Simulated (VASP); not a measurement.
# C (Fddd) in VASP: single point with r2SCAN

Aim: the single point of C with r2SCAN.

Everything below comes from runs of VASP 6.6.1. Logs are shortened: lines on timing, memory, paths and dates and some standing lists are left out, and cuts for length are marked.

**1. The cell of the first run**

The structure is orthorhombic, space group Fddd (No. 70). The conventional cell has a = 3.500 Å, b = 3.567 Å, c = 3.633 Å, α = 90.00°, β = 90.00°, γ = 90.00°. Within 2.1 Å of C (site symmetry 222) lie 4 C at 1.54 Å.

**2. Single point, r2SCAN (strain +0.0187 x Voigt [1, -1, 0, 0, 0, 0])**

POSCAR

```
C
1.0
    0.0000000000      1.7500504200      1.7834000000
    1.8167495800      0.0000000000      1.7834000000
    1.8167495800      1.7500504200      0.0000000000
C
2
Direct
    0.5000000000      0.5000000000      0.5000000000
    0.7500000000      0.7500000000      0.7500000000
```

INCAR.step1

```
SYSTEM = C
  ALGO = Normal
  EDIFF = 1E-4
  ENCUT = 520
  GGA = PE
  ISMEAR = 0
  LASPH = .TRUE.
  LCHARG = .FALSE.
  LREAL = .FALSE.
  LWAVE = .TRUE.
  NBANDS = 11
  NELM = 100
  PREC = Accurate
  SIGMA = 0.05
```

INCAR.step2

```
SYSTEM = C
  ALGO = Normal
  EDIFF = 1E-6
  ENCUT = 520
  ISIF = 2
  ISMEAR = 0
  ISTART = 1
  LASPH = .TRUE.
  LCHARG = .FALSE.
  LMIXTAU = .TRUE.
  LREAL = .FALSE.
  LWAVE = .FALSE.
  METAGGA = R2SCAN
  NBANDS = 11
  NELM = 100
  PREC = Accurate
  SIGMA = 0.05
```

KPOINTS

```
k-points
0
G
  12 12 12
  0 0 0
```

Potentials or basis: VASP PAW PBE potentials, release 64 (C).

Run with:

```console
$ cat potpaw_PBE.64/C/POTCAR > POTCAR
$ cp INCAR.step1 INCAR
$ mpirun -np 1 vasp_std > vasp.out
$ cp INCAR.step2 INCAR
$ mpirun -np 1 vasp_std > vasp.out
```

OUTCAR:

```text
SYSTEM = C
   EDIFF = 1E-6
   ENCUT = 520
   ISIF = 2
   ISMEAR = 0
   ISTART = 1
   LASPH = .TRUE.
   LREAL = .FALSE.
   METAGGA = R2SCAN
   NELM = 100
   PREC = Accurate

 ion  position               nearest neighbor table
   1  0.500  0.500  0.500-   2 1.54   2 1.54   2 1.54   2 1.54
   2  0.750  0.750  0.750-   1 1.54   1 1.54   1 1.54   1 1.54

  LATTYP: Found a face centered orthorhombic cell.
 ALAT       =     3.5001008400
 B/A-ratio  =     1.0190563538
 C/A-ratio  =     1.0381127076

  Lattice vectors:

 A1 = (  -1.8167495800,   0.0000000000,  -1.7834000000)
 A2 = (  -1.8167495800,   1.7500504200,   0.0000000000)
 A3 = (   0.0000000000,   1.7500504200,  -1.7834000000)

Analysis of symmetry for initial positions (statically):
=====================================================================
 Subroutine PRICEL returns:
 Original cell was already a primitive cell.

 Routine SETGRP: Setting up the symmetry group for a
 face centered orthorhombic supercell.

 Subroutine GETGRP returns: Found  8 space group operations
 (whereof  4 operations were pure point group operations)
 out of a pool of  8 trial point group operations.

The static configuration has the point symmetry D_2 .
 The point group associated with its full space group is D_2h.

Analysis of symmetry for dynamics (positions and initial velocities):
=====================================================================
 Subroutine PRICEL returns:
 Original cell was already a primitive cell.

 Routine SETGRP: Setting up the symmetry group for a
 face centered orthorhombic supercell.

 Subroutine GETGRP returns: Found  8 space group operations
 (whereof  4 operations were pure point group operations)
 out of a pool of  8 trial point group operations.

The dynamic configuration has the point symmetry D_2 .
 The point group associated with its full space group is D_2h.

 Subroutine INISYM returns: Found  8 space group operations
 (whereof  4 operations are pure point group operations),
 and found     1 'primitive' translations

----------------------------------------------------------------------------------------

                                     Primitive cell

  volume of cell :      11.3403

  direct lattice vectors                    reciprocal lattice vectors
     0.000000000  1.750050420  1.783400000    -0.275216797  0.285706054  0.280363351
[... 86 lines left out ...]
   EDIFF  = 0.1E-05   stopping-criterion for ELM
   LREAL  =      F    real-space projection
   EDIFFG = 0.1E-04   stopping-criterion for IOM
   NSW    =      0    number of steps for IOM
   IBRION =     -1    ionic relax: 0-MD 1-quasi-New 2-CG
   NFREE  =      0    steps in history (QN), initial steepest desc. (CG)
   ISIF   =      2    stress and relaxation
   ISYM   =      2    0-nonsym 1-usesym 2-fastsym
   POTIM  = 0.5000    time-step for ionic-motion
   TEBEG  =    0.0;   TEEND  =   0.0 temperature during run
   PSTRESS=    0.0 pullay stress
   NELECT =       8.0000    total number of electrons
   NUPDOWN=      -1.0000    fix difference up-down
   EMIN   =  10.00;   EMAX   =-10.00  energy-range for DOS
   EFERMI =   0.00;   METHOD = LEGACY
   ISMEAR =     0;   SIGMA  =   0.05  broadening in eV -4-tet -1-fermi 0-gaus
   EFERMI_NEDOS =   21; number of points for ismear=-14 and -15
   IALGO  =     38    algorithm
   IMIX   =      4    mixing-type and parameters
     AMIX     =   0.40;   BMIX     =  1.00
     AMIX_MAG =   1.60;   BMIX_MAG =  1.00
  volume/ion in A,a.u.               =       5.67        38.26
  Fermi-wavevector in a.u.,A,eV,Ry     =   1.457348  2.753989 28.896926  2.123864
  Thomas-Fermi vector in A             =   2.574160
   LORBIT       =      0    0 simple, 1 ext, 2 COOP (PROOUT), +10 PAW based schemes
   METAGGA = R2SCAN    functional components
   LHFCALC =     F    Hartree Fock is set to
   AEXX    =    0.0000 exact exchange contribution
   IVDW    =     0    specifies the selected vdW correction
   LEPSILON=     F    determine dielectric tensor
   LRPA    =     F    only Hartree local field effects (RPA)
 non-spin polarized calculation
 Gauss-broadening in eV      SIGMA  =   0.05
  energy-cutoff  :      520.00
  volume of cell :       11.34
 maximum number of plane-waves:       320
   NGX =  9   NGY =  9   NGZ =  9

 number of electron       7.9999999 magnetization

 Free energy of the ion-electron system (eV)
  ---------------------------------------------------
  ext. energy  EPLUGINS =         0.00000000
  ---------------------------------------------------
  free energy    TOTEN  =       -19.63296296 eV

  energy without entropy =      -19.63296296  energy(sigma->0) =      -19.63296296

 E-fermi :  10.3457     XC(G=0): -14.2606

 val. band max:       10.0090600095   @ k =   0.0000   0.0000   0.0000
 cond. band min:      13.6097954300   @ k =   0.3333   0.0000   0.3333
 fundamental gap:      3.6007354205
 Fermi energy:        10.3456937552

 k-point     1 :       0.0000    0.0000    0.0000
  band No.  band energies     occupation
      1     -12.9804      2.00000
      2       9.4181      2.00000
      3       9.7292      2.00000
      4      10.0091      2.00000
      5      15.3146      0.00000
      6      15.5673      0.00000
      7      15.8155      0.00000
      8      23.5244      0.00000
      9      30.1293      0.00000
     10      36.1740      0.00000
     11      37.5684      0.00000
[... 309 lines left out ...]
 k-point    24 :      -0.4167    0.1667    0.0000
  band No.  band energies     occupation
      1      -6.5779      2.00000
      2      -3.4737      2.00000
      3       3.8849      2.00000
      4       5.9254      2.00000
      5      17.6142      0.00000
      6      20.2248      0.00000
      7      21.7021      0.00000
      8      26.0987      0.00000
      9      30.2533      0.00000
     10      35.0866      0.00000
     11      35.6893      0.00000

 [... further k-points ...]
[... 5 lines left out ...]
  --------------------------------------------------------------------------------------
  -------------------------------------------------------------------------------------
  Total       -1.4051699      1.1992939     -0.0389848      0.0000000      0.0000000      0.0000000
  in kB     -198.5249218    169.4383846     -5.5078437      0.0000000      0.0000000      0.0000000
  external PRESSURE =     -11.5314603 kB  Pullay stress =       0.0000000 kB

 VOLUME and BASIS-vectors are now :
 -----------------------------------------------------------------------------
  energy-cutoff  :      520.00
  volume of cell :       11.34
      direct lattice vectors                 reciprocal lattice vectors
     0.000000000  1.750050420  1.783400000    -0.275216797  0.285706054  0.280363351
     1.816749580  0.000000000  1.783400000     0.275216797 -0.285706054  0.280363351
     1.816749580  1.750050420  0.000000000     0.275216797  0.285706054 -0.280363351

 POSITION                                       TOTAL-FORCE (eV/Angst)
 -----------------------------------------------------------------------------------
      1.81675      1.75005      1.78340         0.000000     -0.000000      0.000000
      2.72512      2.62508      2.67510        -0.000000      0.000000     -0.000000
 -----------------------------------------------------------------------------------
    total drift:                                0.000000     -0.000000      0.000000

  FREE ENERGIE OF THE ION-ELECTRON SYSTEM (eV)
  ---------------------------------------------------
  free  energy   TOTEN  =       -19.6329629568 eV

  energy  without entropy=      -19.6329629568  energy(sigma->0) =      -19.63296296
```

OUTCAR.step1:

```text
SYSTEM = C
   EDIFF = 1E-4
   ENCUT = 520
   GGA = PE
   ISMEAR = 0
   LASPH = .TRUE.
[... 560 lines left out ...]
 -----------------------------------------------------------------------------------
      1.81675      1.75005      1.78340        -0.000000      0.000000      0.000000
      2.72512      2.62508      2.67510         0.000000     -0.000000     -0.000000
 -----------------------------------------------------------------------------------
    total drift:                                0.000000     -0.000000      0.000000

  FREE ENERGIE OF THE ION-ELECTRON SYSTEM (eV)
  ---------------------------------------------------
  free  energy   TOTEN  =       -18.1621579011 eV

  energy  without entropy=      -18.1621579011  energy(sigma->0) =      -18.16215790
```

OSZICAR.step1:

```text
N       E                     dE             d eps       ncg     rms          rms(c)
DAV:   1     0.910490693824E+00    0.91049E+00   -0.47275E+03  6523   0.696E+02
DAV:   2    -0.184524286410E+02   -0.19363E+02   -0.18798E+02  7933   0.128E+02
DAV:   3    -0.187995057864E+02   -0.34708E+00   -0.34626E+00  7188   0.131E+01
DAV:   4    -0.188000535952E+02   -0.54781E-03   -0.54780E-03  6619   0.648E-01
DAV:   5    -0.188000542256E+02   -0.63044E-06   -0.63045E-06  6953   0.206E-02    0.555E+00
DAV:   6    -0.183214003247E+02    0.47865E+00   -0.24971E-01  6268   0.352E+00    0.332E+00
DAV:   7    -0.181603062444E+02    0.16109E+00   -0.30591E-01  6592   0.394E+00    0.757E-01
DAV:   8    -0.181621175709E+02   -0.18113E-02   -0.86170E-03  6442   0.693E-01    0.436E-02
DAV:   9    -0.181621579011E+02   -0.40330E-04   -0.61032E-05  6803   0.632E-02
   1 F= -.18162158E+02 E0= -.18162158E+02  d E =-.146051E-15
```

Wall time 2.6 min (1 thread of AMD EPYC 7R43 (Zen 3), shared host); peak memory 0.1 GiB.

Results:

* Free energy: -19.6330 eV
* Pressure: -1.2 GPa
* Band gap on the k mesh: 3.60 eV, indirect (least direct gap 5.31 eV)

Stress tensor (GPa, compression positive):
```
-19.85   0.00   0.00
  0.00  16.94   0.00
  0.00   0.00  -0.55
```

Caveat: the cell differs from its parent crystal (strain +0.0187 x Voigt [1, -1, 0, 0, 0, 0]); the PAW data sets were made with another functional, which shifts forces and pressure a little.
